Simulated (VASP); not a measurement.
A run of VASP 6.6.1 is set up as follows.

INCAR

```
SYSTEM = C
PREC = Accurate ; ENCUT = 600
EDIFF = 1E-7 ; ISMEAR = 0
SIGMA = 0.1 ; LREAL = .False.
LASPH = .True. ; NELM = 80
ALGO = Normal ; ISIF = 3
LWAVE = .False. ; LCHARG = .False.
GGA = PE ; IBRION = 2
NSW = 100 ; EDIFFG = -0.01
```

The input KPOINTS:

```
Automatic mesh
0
Gamma
  30 30 12
  0 0 0
```

Contents of POSCAR:

```
C
1.0
    1.7906299464      0.0000000000      0.0000000000
    0.0000000000      1.7906299464      0.0000000000
    0.0000000000      0.0000000000      5.1410113872
C
2
Direct
    0.0000000000      0.0000000000      0.8540510189
    0.0000000000      0.0000000000      0.1459489811
```

Potentials or basis: VASP PAW PBE potentials, release 64 (C).

Command:

```console
$ cat potpaw_PBE.64/C/POTCAR > POTCAR
$ mpirun -np 1 vasp_std > vasp.out
```

Q: What does it give for the space group after relaxing (to 0.1 Å)?

A: P4/mmm (No. 123).

Q: What does it give for the band gap on the k mesh?

A: Zero (bands 4 and 5 overlap by 7.99 eV).

Q: What does it give for the relaxed volume?

A: 8.21 Å³/atom.

Q: Predict the relaxed cell.

A: a = 1.787 Å, b = 1.787 Å, c = 5.144 Å, α = 90.00°, β = 90.00°, γ = 90.00°.

Final structure:
```xyz
2
Lattice="1.7870 0.0000 0.0000 0.0000 1.7870 0.0000 0.0000 0.0000 5.1441" Properties=species:S:1:pos:R:3 pbc="T T T"
C     0.0000    0.0000    4.3899
C     0.0000    0.0000    0.7541
```

Caveat: this functional lacks dispersion, which binds the layers, so the pressure and a relaxed spacing across them are unreliable.
